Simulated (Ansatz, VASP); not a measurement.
**Two plane-wave programs on WS2**

```
W S
1.0
     3.12394    0.00000    0.00000
    -1.56197    2.70541    0.00000
     0.00000    0.00000   16.93754
W S
1 2
Direct
  0.33333 0.66667 0.00202
  0.64234 0.33333 0.90137
  0.69099 0.33333 0.08706
```

Change from the starting cell: mode 4 frozen in at -0.076 Å and mode 9 at -0.098 Å (largest displacements).

Alike in both runs: task single point; functional PBEsol; dispersion D3(BJ); k mesh 12 × 12 × 2; occupations gaussian, width 0.05 eV; no spin polarisation.

|  | VASP | Ansatz |
| --- | --- | --- |
| version | VASP 6.6.1 | Ansatz 0.2.0 |
| potentials or method | VASP PAW PBE potentials, release 64 (W_sv, S), cutoff 520 eV | scalar-relativistic, plane waves, PAW |
| valence electrons in the cell | 26 | 26 |

Ansatz gave:

```
gap on the k mesh at the Fermi level (eV) : 1.72
least direct gap on the mesh (eV)         : 2.02
rms of the force components (eV/Å)        : 1.905
```

Q: Which values does VASP return?

A: gap on the k mesh at the Fermi level (eV): 1.73; least direct gap on the mesh (eV): 2.03; rms of the force components (eV/Å): 1.909.

VASP's potentials were made for PBE, not for PBEsol, and Ansatz warns of the same on its side. Atom by atom the forces differ by 0.010 eV/Å (rms over components).

Neither program's run includes spin-orbit coupling.
